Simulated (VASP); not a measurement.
A run of VASP 6.6.1:

Contents of INCAR:

```
SYSTEM = WSe2
PREC = Accurate ; ENCUT = 520
EDIFF = 1E-6 ; ISMEAR = 0
SIGMA = 0.05 ; LREAL = .False.
LASPH = .True. ; NELM = 80
ALGO = Normal ; ISIF = 2
LWAVE = .False. ; LCHARG = .False.
LDIPOL = .True. ; IDIPOL = 3
DIPOL = 0.5 0.5 0.500 ; GGA = RP
IVDW = 12 ; NBANDS = 64
```

File KPOINTS:

```
Automatic mesh
0
Gamma
  9 9 1
  0 0 0
```

POSCAR

```
WSe2
1.0
    3.2790275570      0.0000000000      0.0000000000
   -1.6395137785      2.8397211641      0.0000000000
    0.0000000000      0.0000000000     39.5516615569
Se W
8 4
Direct
    0.3333333333      0.6666666667      0.2149087969
    0.3333333333      0.6666666667      0.3000820767
    0.6666666667      0.3333333333      0.3765785057
    0.6666666667      0.3333333333      0.4617517855
    0.3333333333      0.6666666667      0.5382789379
    0.3333333333      0.6666666667      0.6234494667
    0.6666666667      0.3333333333      0.7000111971
    0.6666666667      0.3333333333      0.7852725911
    0.6666666667      0.3333333333      0.2574954368
    0.3333333333      0.6666666667      0.4191651456
    0.6666666667      0.3333333333      0.5808640576
    0.3333333333      0.6666666667      0.7426324547
```

Potentials or basis: VASP PAW PBE potentials, release 64 (Se, W_sv).

Command:

```sh
$ cat potpaw_PBE.64/Se/POTCAR potpaw_PBE.64/W_sv/POTCAR > POTCAR
$ mpirun -np 1 vasp_std > vasp.out
```

Hardware: 1 thread of Intel(R) Xeon(R) Platinum 8488C (Sapphire Rapids), on a shared host.

Task: Estimate the wall time of this run.

Result: Wall time 6.9 min on 1 thread of Intel(R) Xeon(R) Platinum 8488C (Sapphire Rapids), on a shared host, peak memory 0.54 GiB. Counts: scf iterations 25, k points 12.
